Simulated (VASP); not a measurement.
A run of VASP 6.6.1 is set up as follows.

File INCAR:

```
SYSTEM = LuZrBr6
ALGO = Normal ; EDIFF = 1E-6
ENCUT = 520 ; GGA = PE
ISIF = 2 ; ISMEAR = 0
LASPH = .True. ; LCHARG = .False.
LREAL = .False. ; LWAVE = .False.
NBANDS = 50 ; NELM = 100
PREC = Accurate ; SIGMA = 0.1
```

File KPOINTS:

```
k-points
0
Gamma
  6 6 2
  0 0 0
```

POSCAR

```
LuZrBr6
1.0
    7.3172806346     -0.0000000039      0.0000000000
   -3.6586403139      6.3369509182      0.0000000000
    0.0000000000      0.0000000000      7.0761205514
Lu Zr Br
1 1 6
Direct
    0.0000000000      0.0000000000      0.0000000000
    0.0000000000      0.0000000000      0.5000000000
    0.2847700340      0.0000000000      0.7426890800
    0.0000000000      0.2847700340      0.7426890800
    0.7152299660      0.7152299660      0.7426890800
    0.2847700340      0.0000000000      0.2573109200
    0.0000000000      0.2847700340      0.2573109200
    0.7152299660      0.7152299660      0.2573109200
```

Potentials or basis: VASP PAW PBE potentials, release 64 (Lu, Zr_sv, Br).

Launch:

```sh
$ cat potpaw_PBE.64/Lu/POTCAR potpaw_PBE.64/Zr_sv/POTCAR potpaw_PBE.64/Br/POTCAR > POTCAR
$ mpirun -np 1 vasp_std > vasp.out
```

**Question.** What does it give for the largest force?

**Answer.** 0.029 eV/Å.

**Question.** Predict the pressure.

**Answer.** 0.1 GPa.

Forces in eV/Å, atoms in the order of the input:
```
Lu   0.000  0.000  0.000
Zr   0.000  0.000  0.000
Br   0.026  0.000 -0.011
Br  -0.013  0.023 -0.011
Br  -0.013 -0.023 -0.011
Br   0.026  0.000  0.011
Br  -0.013  0.023  0.011
Br  -0.013 -0.023  0.011
```

Caveat: the k points lie up to 0.44 Å⁻¹ apart; an odd number of electrons without spin polarisation forces a metal; a magnetic or distorted state may lie lower.
